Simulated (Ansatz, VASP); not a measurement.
**GaAs: VASP beside Ansatz**

```
Ga As
1.0
     2.83343    2.83343    0.00000
    -2.83343    2.83343    0.00000
     0.00000    2.83343    2.83343
Ga As
1 1
Direct
  0.00000 0.00000 0.00000
  0.75000 0.25000 0.50000
```

Alike in both runs: functional r2SCAN; k mesh 12 × 12 × 12; occupations fermi-dirac, width 0.08 eV; no spin polarisation.

Ansatz relaxed the structure, and its values are those at the end. VASP's run is a single point on that final structure, the one shown.

|  | VASP | Ansatz |
| --- | --- | --- |
| version | VASP 6.6.1 | Ansatz 0.2.0 |
| potentials or method | VASP PAW PBE potentials, release 64 (Ga_d, As) | PAW with Ansatz's default frozen-core files, scalar-relativistic |
| plane-wave cutoff (eV) | 520 | 500 |
| valence electrons in the cell | 18 | 28 |

|  | VASP | Ansatz | Ansatz less VASP |
| --- | --- | --- | --- |
| pressure (GPa) | 0.1 | 0.0 | -0.11 |

VASP's potentials were made for PBE, not for r2SCAN. VASP's potentials hold 18 valence electrons a cell and Ansatz's 28, so a difference there can come from the potentials and not from the codes.
